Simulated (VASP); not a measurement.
Wanted: the native input for a VASP 6.6.1 run.

```yaml
Task: single point
Functional: PBEsol
Potentials_or_basis: VASP PAW PBE potentials, release 64 (Pt)
Cutoff: 520 eV
k_mesh: 4 × 4 × 8
Occupations: fermi-dirac, width 0.08 eV
Spin: no spin polarisation
Dipole_correction: no
Further_INCAR_settings: ALGO = Normal; EDIFF = 1e-06; NBANDS = 28
```

The structure of Pt lies in POSCAR:

```
Pt
1.0
    0.0000000000      3.9218000000      3.9218000000
    3.9218000000      0.0000000000      3.9218000000
    1.9609000000      1.9609000000      0.0000000000
Pt
4
Direct
   -0.0028759753      0.0090320771     -0.0068086083
    0.0035723392      0.5049913305     -0.0352730889
    0.4918525932     -0.0076716049      0.0244099648
    0.5074510429      0.4936481973      0.0176717324
```

The input as run:

INCAR

```
PREC = Accurate
ENCUT = 520
EDIFF = 1E-6
ISMEAR = -1
SIGMA = 0.08
LREAL = F
LASPH = T
NELM = 80
ALGO = Normal
ISIF = 2
LWAVE = F
LCHARG = T
GGA = PS
LELF = T
LVHAR = T
NBANDS = 28
```

KPOINTS

```
Automatic mesh
0
Gamma
  4 4 8
```

Potentials or basis: VASP PAW PBE potentials, release 64 (Pt).

Command:

```console
$ cat potpaw_PBE.64/Pt/POTCAR > POTCAR
$ mpirun -np 1 vasp_std > vasp.out
```

It gave:

```json
{
 "Pressure": "-0.8 GPa",
 "Largest force": "0.694 eV/Å",
 "Band gap on the k mesh": "zero (band 20 reaches 11.56 eV, above the bottom of band 21 at 10.17 eV)"
}
```

Caveat: the PAW data sets were made with another functional, which shifts forces and pressure a little; spin-orbit coupling is left out, which moves the levels of the heavy elements.

Run time: 2.2 min on 1 thread of Intel(R) Xeon(R) 6975P-C (Granite Rapids), on a shared host, peak memory 0.24 GiB.
